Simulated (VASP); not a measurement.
# MgSi3N (P4mm) in VASP: notebook

Runs on MgSi3N. Level: PBE. Tasks: single point, relaxation of cell and atoms.

Everything below comes from runs of VASP 6.6.1. Logs are shortened: lines on timing, memory, paths and dates and some standing lists are left out, and cuts for length are marked.

### 1 The cell of the first run

Symmetry: P4mm, No. 99, tetragonal system. The conventional cell has a = 3.783 Å, b = 3.783 Å, c = 4.793 Å, α = 90.00°, β = 90.00°, γ = 90.00°. Within 3.6 Å of Mg (site symmetry 4mm) lie 12 Si at 2.72 to 3.05 Å and 4 N at 3.12 Å. Within 2.7 Å of Si (site symmetry 2mm) lie 2 N at 2.05 Å and 6 Si at 2.67 to 2.68 Å. Si (site symmetry 4mm) has 2 N at 2.12 to 2.67 Å and 4 Si at 2.67 Å and 4 Mg at 2.72 Å within 2.8 Å. N (site symmetry 4mm) has 6 Si at 2.05 to 2.67 Å within 2.7 Å.

### 2 Single point, PBE

INCAR reads:

```
SYSTEM = MgSi3N
  ALGO = Normal
  EDIFF = 1E-6
  ENCUT = 520
  GGA = PE
  ISIF = 2
  ISMEAR = 0
  LASPH = .True.
  LCHARG = .False.
  LREAL = .False.
  LWAVE = .False.
  NBANDS = 18
  NELM = 100
  PREC = Accurate
  SIGMA = 0.1
```

KPOINTS reads:

```
k-points
0
Gamma
  4 4 4
  0 0 0
```

POSCAR reads:

```
MgSi3N
1.0
    3.7832146800      0.0000000000      0.0000000000
    0.0000000000      3.7832146800      0.0000000000
    0.0000000000      0.0000000000      4.7927032600
Mg Si N
1 3 1
Direct
    0.0000000000      0.0000000000      0.0000000000
    0.0000000000      0.5000000000      0.5000000000
    0.5000000000      0.0000000000      0.5000000000
    0.5000000000      0.5000000000      0.1076000000
    0.5000000000      0.5000000000      0.6650000200
```

Potentials or basis: VASP PAW PBE potentials, release 64 (Mg, Si, N).

Command:

```console
$ cat potpaw_PBE.64/Mg/POTCAR potpaw_PBE.64/Si/POTCAR potpaw_PBE.64/N/POTCAR > POTCAR
$ mpirun -np 1 vasp_std > vasp.out
```

OUTCAR:

```text
SYSTEM = MgSi3N
   EDIFF = 1E-6
   ENCUT = 520
   GGA = PE
   ISIF = 2
   ISMEAR = 0
   LASPH = .True.
   LREAL = .False.
   NELM = 100
   PREC = Accurate

 ion  position               nearest neighbor table
   1  0.000  0.000  0.000-   4 2.72   4 2.72   4 2.72   4 2.72   3 3.05   2 3.05   3 3.05   2 3.05
                             3 3.05   2 3.05   3 3.05   2 3.05
   2  0.000  0.500  0.500-   5 2.05   5 2.05   4 2.67   4 2.67   3 2.68   3 2.68   3 2.68   3 2.68
                             1 3.05   1 3.05   1 3.05   1 3.05
   3  0.500  0.000  0.500-   5 2.05   5 2.05   4 2.67   4 2.67   2 2.68   2 2.68   2 2.68   2 2.68
                             1 3.05   1 3.05   1 3.05   1 3.05
   4  0.500  0.500  0.108-   5 2.12   3 2.67   2 2.67   3 2.67   2 2.67   1 2.72   1 2.72   1 2.72
                             1 2.72
   5  0.500  0.500  0.665-   2 2.05   3 2.05   3 2.05   2 2.05   4 2.12

  LATTYP: Found a simple tetragonal cell.
 ALAT       =     3.7832146800
 C/A-ratio  =     1.2668335438

  Lattice vectors:

 A1 = (   3.7832146800,   0.0000000000,   0.0000000000)
 A2 = (   0.0000000000,   3.7832146800,   0.0000000000)
 A3 = (   0.0000000000,   0.0000000000,   4.7927032600)

Analysis of symmetry for initial positions (statically):
=====================================================================
 Subroutine PRICEL returns:
 Original cell was already a primitive cell.

 Routine SETGRP: Setting up the symmetry group for a
 simple tetragonal supercell.

 Subroutine GETGRP returns: Found  8 space group operations
 (whereof  8 operations were pure point group operations)
 out of a pool of 16 trial point group operations.

The static configuration has the point symmetry C_4v.

Analysis of symmetry for dynamics (positions and initial velocities):
=====================================================================
 Subroutine PRICEL returns:
 Original cell was already a primitive cell.

 Routine SETGRP: Setting up the symmetry group for a
 simple tetragonal supercell.

 Subroutine GETGRP returns: Found  8 space group operations
 (whereof  8 operations were pure point group operations)
 out of a pool of 16 trial point group operations.

The dynamic configuration has the point symmetry C_4v.

 Subroutine INISYM returns: Found  8 space group operations
 (whereof  8 operations are pure point group operations),
 and found     1 'primitive' translations

----------------------------------------------------------------------------------------

                                     Primitive cell
[... 93 lines left out ...]
   NSW    =      0    number of steps for IOM
   IBRION =     -1    ionic relax: 0-MD 1-quasi-New 2-CG
   NFREE  =      0    steps in history (QN), initial steepest desc. (CG)
   ISIF   =      2    stress and relaxation
   ISYM   =      2    0-nonsym 1-usesym 2-fastsym
   POTIM  = 0.5000    time-step for ionic-motion
   TEBEG  =    0.0;   TEEND  =   0.0 temperature during run
   PSTRESS=    0.0 pullay stress
   NELECT =      19.0000    total number of electrons
   NUPDOWN=      -1.0000    fix difference up-down
   EMIN   =  10.00;   EMAX   =-10.00  energy-range for DOS
   EFERMI =   0.00;   METHOD = LEGACY
   ISMEAR =     0;   SIGMA  =   0.10  broadening in eV -4-tet -1-fermi 0-gaus
   EFERMI_NEDOS =   21; number of points for ismear=-14 and -15
   IALGO  =     38    algorithm
   IMIX   =      4    mixing-type and parameters
     AMIX     =   0.40;   BMIX     =  1.00
     AMIX_MAG =   1.60;   BMIX_MAG =  1.00
  volume/ion in A,a.u.               =      13.72        92.58
  Fermi-wavevector in a.u.,A,eV,Ry     =   1.067149  2.016620 15.494419  1.138808
  Thomas-Fermi vector in A             =   2.202757
   LORBIT       =      0    0 simple, 1 ext, 2 COOP (PROOUT), +10 PAW based schemes
   GGA     = PE    functional components
   LHFCALC =     F    Hartree Fock is set to
   AEXX    =    0.0000 exact exchange contribution
   IVDW    =     0    specifies the selected vdW correction
   LEPSILON=     F    determine dielectric tensor
   LRPA    =     F    only Hartree local field effects (RPA)
 non-spin polarized calculation
 Gauss-broadening in eV      SIGMA  =   0.10
  energy-cutoff  :      520.00
  volume of cell :       68.60
 maximum number of plane-waves:      1868
   NGX = 15   NGY = 15   NGZ = 17

 number of electron      19.0000002 magnetization

 Free energy of the ion-electron system (eV)
  ---------------------------------------------------
  ext. energy  EPLUGINS =         0.00000000
  ---------------------------------------------------
  free energy    TOTEN  =       -22.70388725 eV

  energy without entropy =      -22.68684298  energy(sigma->0) =      -22.69536512

 E-fermi :   8.2113     XC(G=0): -10.7464

 val. band max:        8.2106469005   @ k =   0.5000   0.2500   0.0000
 cond. band min:       8.2348461385   @ k =   0.5000   0.2500   0.5000
 fundamental gap:      0.0241992381
 Fermi energy:         8.2113062345

 k-point     1 :       0.0000    0.0000    0.0000
  band No.  band energies     occupation
      1      -9.2502      2.00000
      2      -1.8714      2.00000
      3       0.0500      2.00000
      4       1.3801      2.00000
      5       1.3801      2.00000
      6       3.3784      2.00000
[... 355 lines left out ...]
      5       2.5542      2.00000
      6       2.5942      2.00000
[... 10 lines left out ...]
     17      15.8719      0.00000
     18      16.3222      0.00000

------------------------ aborting loop because EDIFF is reached ----------------------------------------

  FORCE on cell =-STRESS in cart. coord.  units (eV):
  Direction    XX          YY          ZZ          XY          YZ          ZX
  --------------------------------------------------------------------------------------
  -------------------------------------------------------------------------------------
  Total        3.9293978      3.9293978     -0.8762605      0.0000000      0.0000000      0.0000000
  in kB       91.7770434     91.7770434    -20.4663921      0.0000000      0.0000000      0.0000000
  external PRESSURE =      54.3625649 kB  Pullay stress =       0.0000000 kB

 VOLUME and BASIS-vectors are now :
 -----------------------------------------------------------------------------
  energy-cutoff  :      520.00
  volume of cell :       68.60
      direct lattice vectors                 reciprocal lattice vectors
     3.783214680  0.000000000  0.000000000     0.264325470  0.000000000  0.000000000
     0.000000000  3.783214680  0.000000000     0.000000000  0.264325470  0.000000000
     0.000000000  0.000000000  4.792703260     0.000000000  0.000000000  0.208650514

 POSITION                                       TOTAL-FORCE (eV/Angst)
 -----------------------------------------------------------------------------------
      0.00000      0.00000      0.00000         0.000000     -0.000000      0.519804
      0.00000      1.89161      2.39635         0.000000     -0.000000     -0.534518
      1.89161      0.00000      2.39635         0.000000     -0.000000     -0.534518
      1.89161      1.89161      0.51569         0.000000     -0.000000     -0.827532
      1.89161      1.89161      3.18715         0.000000      0.000000      1.376764
 -----------------------------------------------------------------------------------
    total drift:                                0.000000      0.000000     -0.000662

  FREE ENERGIE OF THE ION-ELECTRON SYSTEM (eV)
  ---------------------------------------------------
  free  energy   TOTEN  =       -22.7038872489 eV

  energy  without entropy=      -22.6868429825  energy(sigma->0) =      -22.69536512
```

stdout:

```text
POSCAR found type information on POSCAR MgSiN
 POSCAR found :  3 types and       5 ions
 scaLAPACK will be used
 LDA part: xc-table for (Slater+PW92), standard interpolation
 POSCAR, INCAR and KPOINTS ok, starting setup
 FFT: planning ... GRIDC
 FFT: planning ... GRID_SOFT
 FFT: planning ... GRID
 WAVECAR not read
 entering main loop
```

Wall time 26 s (1 thread of AMD EPYC 7R43 (Zen 3), shared host); peak memory 0.14 GiB.

Results:

| Quantity | Value |
| --- | --- |
| Free energy | -22.7039 eV |
| Pressure | 5.4 GPa |
| Largest force | 1.377 eV/Å |

Forces in eV/Å, atoms in the order of the input:
```
Mg   0.000  0.000  0.520
Si   0.000  0.000 -0.535
Si   0.000  0.000 -0.535
Si   0.000  0.000 -0.828
N    0.000  0.000  1.377
```

Caveat: the k points lie up to 0.42 Å⁻¹ apart; forces of over 1 eV/Å act on the atoms, so gaps and moduli don't describe the material at rest.

### 3 Single point, PBE

This run uses another cell than the first one, of 14.38 Å³/atom, 1.048 times its volume.

INCAR reads:

```
PREC = Accurate
ENCUT = 520
EDIFF = 1E-6
ISMEAR = 0
SIGMA = 0.1
LREAL = F
LASPH = T
NELM = 60
ALGO = Normal
ISIF = 2
LWAVE = F
LCHARG = F
GGA = PE
NBANDS = 18
```

KPOINTS reads:

```
Automatic mesh
0
Gamma
  4 4 4
```

POSCAR reads:

```
MgSi3N
1.0
    4.2381683936      0.0000000000      0.0000000000
    0.0000000000      4.2381683936      0.0000000000
    0.0000000000      0.0000000000      4.0029059199
Mg Si N
1 3 1
Direct
    0.0000000000      0.0000000000     -0.0084888876
    0.0000000000      0.5000000000      0.4795595943
    0.5000000000      0.0000000000      0.4795595943
    0.5000000000      0.5000000000      0.1319507548
    0.5000000000      0.5000000000      0.6900189642
```

Potentials or basis: VASP PAW PBE potentials, release 64 (Mg, Si, N).

Command:

```console
$ cat potpaw_PBE.64/Mg/POTCAR potpaw_PBE.64/Si/POTCAR potpaw_PBE.64/N/POTCAR > POTCAR
$ mpirun -np 1 vasp_std > vasp.out
```

OUTCAR:

```text
PREC = Accurate
   ENCUT = 520
   EDIFF = 1E-6
   ISMEAR = 0
   LREAL = F
   LASPH = T
   NELM = 60
   ISIF = 2
   GGA = PE

 ion  position               nearest neighbor table
   1  0.000  0.000  0.992-   2 2.88   3 2.88   2 2.88   3 2.88   2 2.95   2 2.95   3 2.95   3 2.95
                             4 3.05   4 3.05   4 3.05   4 3.05
   2  0.000  0.500  0.480-   5 2.28   5 2.28   4 2.54   4 2.54   1 2.88   1 2.88   1 2.95   1 2.95
                             3 3.00   3 3.00   3 3.00   3 3.00
   3  0.500  0.000  0.480-   5 2.28   5 2.28   4 2.54   4 2.54   1 2.88   1 2.88   1 2.95   1 2.95
                             2 3.00   2 3.00   2 3.00   2 3.00
   4  0.500  0.500  0.132-   5 1.77   5 2.23   3 2.54   2 2.54   3 2.54   2 2.54   1 3.05   1 3.05
                             1 3.05   1 3.05
   5  0.500  0.500  0.690-   4 1.77   4 2.23   2 2.28   3 2.28   3 2.28   2 2.28

  LATTYP: Found a simple tetragonal cell.
 ALAT       =     4.2381683936
 C/A-ratio  =     0.9444895880

  Lattice vectors:

 A1 = (   4.2381683936,   0.0000000000,   0.0000000000)
 A2 = (   0.0000000000,   4.2381683936,   0.0000000000)
 A3 = (   0.0000000000,   0.0000000000,   4.0029059199)

Analysis of symmetry for initial positions (statically):
=====================================================================
 Subroutine PRICEL returns:
 Original cell was already a primitive cell.

 Routine SETGRP: Setting up the symmetry group for a
 simple tetragonal supercell.

 Subroutine GETGRP returns: Found  8 space group operations
 (whereof  8 operations were pure point group operations)
 out of a pool of 16 trial point group operations.

The static configuration has the point symmetry C_4v.

Analysis of symmetry for dynamics (positions and initial velocities):
=====================================================================
 Subroutine PRICEL returns:
 Original cell was already a primitive cell.

 Routine SETGRP: Setting up the symmetry group for a
[... 126 lines left out ...]
  volume/ion in A,a.u.               =      14.38        97.04
  Fermi-wavevector in a.u.,A,eV,Ry     =   1.050547  1.985246 15.016052  1.103649
  Thomas-Fermi vector in A             =   2.185554
   LORBIT       =      0    0 simple, 1 ext, 2 COOP (PROOUT), +10 PAW based schemes
   GGA     = PE    functional components
   LHFCALC =     F    Hartree Fock is set to
   AEXX    =    0.0000 exact exchange contribution
   IVDW    =     0    specifies the selected vdW correction
   LEPSILON=     F    determine dielectric tensor
   LRPA    =     F    only Hartree local field effects (RPA)
 non-spin polarized calculation
 Gauss-broadening in eV      SIGMA  =   0.10
  energy-cutoff  :      520.00
  volume of cell :       71.90
 maximum number of plane-waves:      1952
 NGX is ok and might be reduce to    32
   NGX = 15   NGY = 15   NGZ = 15

 number of electron      19.0000000 magnetization

 Free energy of the ion-electron system (eV)
  ---------------------------------------------------
  ext. energy  EPLUGINS =         0.00000000
  ---------------------------------------------------
  free energy    TOTEN  =       -23.75297658 eV

  energy without entropy =      -23.74545121  energy(sigma->0) =      -23.74921390

 E-fermi :   7.5212     XC(G=0): -10.5295

 val. band max:        7.4493497305   @ k =   0.2500   0.0000   0.2500
 cond. band min:       7.5583271795   @ k =   0.2500   0.0000   0.5000
 fundamental gap:      0.1089774490
 Fermi energy:         7.5212035227

 k-point     1 :       0.0000    0.0000    0.0000
  band No.  band energies     occupation
      1      -9.1070      2.00000
      2      -2.1059      2.00000
      3       0.9044      2.00000
      4       1.0747      2.00000
      5       1.0747      2.00000
      6       2.3544      2.00000
[... 355 lines left out ...]
      5       1.8680      2.00000
      6       1.8680      2.00000
[... 10 lines left out ...]
     17      15.0099      0.00000
     18      17.1350      0.00000

------------------------ aborting loop because EDIFF is reached ----------------------------------------

  FORCE on cell =-STRESS in cart. coord.  units (eV):
  Direction    XX          YY          ZZ          XY          YZ          ZX
  --------------------------------------------------------------------------------------
  -------------------------------------------------------------------------------------
  Total       -0.0398714     -0.0398714     -0.0275012      0.0000000      0.0000000     -0.0000000
  in kB       -0.8884638     -0.8884638     -0.6128171      0.0000000      0.0000000     -0.0000000
  external PRESSURE =      -0.7965815 kB  Pullay stress =       0.0000000 kB

 VOLUME and BASIS-vectors are now :
 -----------------------------------------------------------------------------
  energy-cutoff  :      520.00
  volume of cell :       71.90
      direct lattice vectors                 reciprocal lattice vectors
     4.238168394  0.000000000  0.000000000     0.235950983  0.000000000  0.000000000
     0.000000000  4.238168394  0.000000000     0.000000000  0.235950983  0.000000000
     0.000000000  0.000000000  4.002905920     0.000000000  0.000000000  0.249818512

 POSITION                                       TOTAL-FORCE (eV/Angst)
 -----------------------------------------------------------------------------------
      0.00000      0.00000      3.96893         0.000000      0.000000      0.009221
      0.00000      2.11908      1.91963        -0.000000      0.000000     -0.011518
      2.11908      0.00000      1.91963        -0.000000      0.000000     -0.011518
      2.11908      2.11908      0.52819        -0.000000      0.000000      0.013554
      2.11908      2.11908      2.76208        -0.000000     -0.000000      0.000262
 -----------------------------------------------------------------------------------
    total drift:                                0.000000     -0.000000      0.000071

  FREE ENERGIE OF THE ION-ELECTRON SYSTEM (eV)
  ---------------------------------------------------
  free  energy   TOTEN  =       -23.7529765770 eV

  energy  without entropy=      -23.7454512142  energy(sigma->0) =      -23.74921390
```

It took 30 s on 1 thread of AMD EPYC 7R43 (Zen 3), shared host; peak memory 0.15 GiB.

Results:

| Item | Value |
| --- | --- |
| Free energy | -23.7530 eV |
| Pressure | -0.1 GPa |
| Largest force | 0.014 eV/Å |

Forces in eV/Å, atoms in the order of the input:
```
Mg   0.000  0.000  0.009
Si   0.000  0.000 -0.012
Si   0.000  0.000 -0.012
Si   0.000  0.000  0.014
N    0.000  0.000  0.000
```

Levels at points of the mesh, in eV from the Fermi level:
```tsv
k point	band 5	band 6	band 7	band 8	band 9	band 10	band 11	band 12	band 13	band 14
(0.00, 0.00, 0.00)	-6.45	-5.17	-4.27	-0.31	-0.31	1.42	2.30	2.30	2.31	3.06
(0.50, 0.00, 0.00)	-5.98	-3.50	-2.96	-1.56	-1.30	0.70	0.83	1.68	1.88	4.04
(0.50, 0.50, 0.00)	-5.90	-5.23	-2.44	-2.44	1.02	1.02	2.37	2.37	3.13	4.33
(0.00, 0.00, 0.50)	-5.56	-4.22	-3.82	-2.70	-2.70	-0.95	2.05	2.05	2.11	4.98
(0.50, 0.00, 0.50)	-5.15	-4.44	-2.61	-1.97	-0.90	-0.70	1.27	1.49	2.85	3.79
(0.50, 0.50, 0.50)	-5.65	-5.65	-4.84	-1.52	-0.44	1.14	1.14	3.12	4.93	6.19
```

Caveat: the k points lie up to 0.39 Å⁻¹ apart.

(Part 1 of 2 ends here.)
